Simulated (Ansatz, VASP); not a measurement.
## Two plane-wave programs on CsH

INCAR

```
SYSTEM = CsH
ALGO = Normal
EDIFF = 1E-6
ENCUT = 500
GGA_COMPAT = .False.
ISIF = 2
ISMEAR = 0
LASPH = .True.
LCHARG = .False.
LREAL = .False.
LWAVE = .False.
NBANDS = 12
NELM = 120
PREC = Accurate
SIGMA = 0.01
```

KPOINTS

```
k-points
0
Gamma
  4 4 4
  0 0 0
```

The input POSCAR:

```
CsH
1.0
    0.0000000000      3.1880000000      3.1880000000
    3.1880000000      0.0000000000      3.1880000000
    3.1880000000      3.1880000000      0.0000000000
Cs H
1 1
Direct
    0.0000000000      0.0050000000      0.0000000000
    0.5000000000      0.5000000000      0.5000000000
```

Input for Ansatz:

```yaml
crystal:
  lattice:
    - [0.0, 3.188, 3.188]
    - [3.188, 0.0, 3.188]
    - [3.188, 3.188, 0.0]
  atoms:
    - { symbol: Cs, position: [0.0, 0.005, 0.0] }
    - { symbol: H, position: [0.5, 0.5, 0.5] }
kpoints:
  mp_grid:
    grid: [4, 4, 4]
    shift: [0.0, 0.0, 0.0]
hamiltonian:
  xc: lda
scf:
  occupations:
    method: fixed
output:
  forces: true
```

Alike in both runs: task single point; functional LDA; k mesh 4 × 4 × 4; no spin polarisation.

|  | VASP | Ansatz |
| --- | --- | --- |
| version | VASP 6.6.1 | Ansatz 0.2.0 |
| potentials or method | VASP PAW LDA potentials, release 64 (Cs_sv, H) | plane waves, PAW |
| plane-wave cutoff (eV) | 500 | 420 |
| occupations | gaussian, width 0.01 eV | fixed |
| valence electrons in the cell | 10 | 10 |

|  | VASP | Ansatz | Ansatz less VASP |
| --- | --- | --- | --- |
| rms of the force components (eV/Å) | 0.006 | 0.006 | -0.0001 |

LDA's correlation is that of Perdew and Zunger in VASP and of Perdew and Wang (1992) in Ansatz. Atom by atom the forces differ by 0.000 eV/Å (rms over components).

The k mesh is coarse, so the values compare programs but aren't converged. Spin-orbit coupling is off throughout.
